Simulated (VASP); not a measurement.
Write the native input for VASP 6.6.1 that does the following.

| Quantity | Value |
| --- | --- |
| Task | single point |
| Functional | PBE |
| Potentials or basis | VASP PAW PBE potentials, release 64 (Li_sv, Se) |
| Cutoff | 750 eV |
| k mesh | 6 × 6 × 6 |
| Occupations | gaussian, width 0.01 eV |
| Spin | no spin polarisation |
| Dipole correction | no |
| Further INCAR settings | ALGO = Normal; EDIFF = 1e-06; NBANDS = 13 |

The structure of Li2Se lies in POSCAR:

```
Li2Se
1.0
    0.0000000000      2.9934588640      2.9934588640
    2.9934588640      0.0000000000      2.9934588640
    2.9934588640      2.9934588640      0.0000000000
Li Se
2 1
Direct
    0.2500000000      0.2500000000      0.2500000000
    0.7500000000      0.7500000000      0.7500000000
    0.0000000000      0.0000000000      0.0000000000
```

These files were run (other wordings do the same):

INCAR

```
PREC     = Accurate       # precision mode
ENCUT    = 750            # plane-wave cutoff, eV
EDIFF    = 1E-6           # SCF threshold, eV
ISMEAR   = 0              # smearing method
SIGMA    = 0.01           # smearing width, eV
LREAL    = F              # projectors in reciprocal space
LASPH    = T              # aspherical terms in the spheres
NELM     = 120            # most SCF steps
ALGO     = Normal         # electronic algorithm
ISIF     = 2              # what is computed and relaxed
LWAVE    = F              # write WAVECAR
LCHARG   = F              # write CHGCAR
GGA      = PE             # functional
NBANDS   = 13             # bands
GGA_COMPAT= F
```

KPOINTS

```
regular mesh
0
Gamma
  6 6 6
```

Potentials or basis: VASP PAW PBE potentials, release 64 (Li_sv, Se).

Launch:

```console
$ cat potpaw_PBE.64/Li_sv/POTCAR potpaw_PBE.64/Se/POTCAR > POTCAR
$ mpirun -np 1 vasp_std > vasp.out
```

Results of the run:

```
Pressure               : 0.3 GPa
Band gap on the k mesh : 2.97 eV, indirect (least direct gap 3.42 eV)
```

It took 18 s on 1 thread of Intel(R) Xeon(R) Platinum 8375C CPU @ 2.90GHz (Ice Lake) (shared host), peak memory 0.23 GiB.
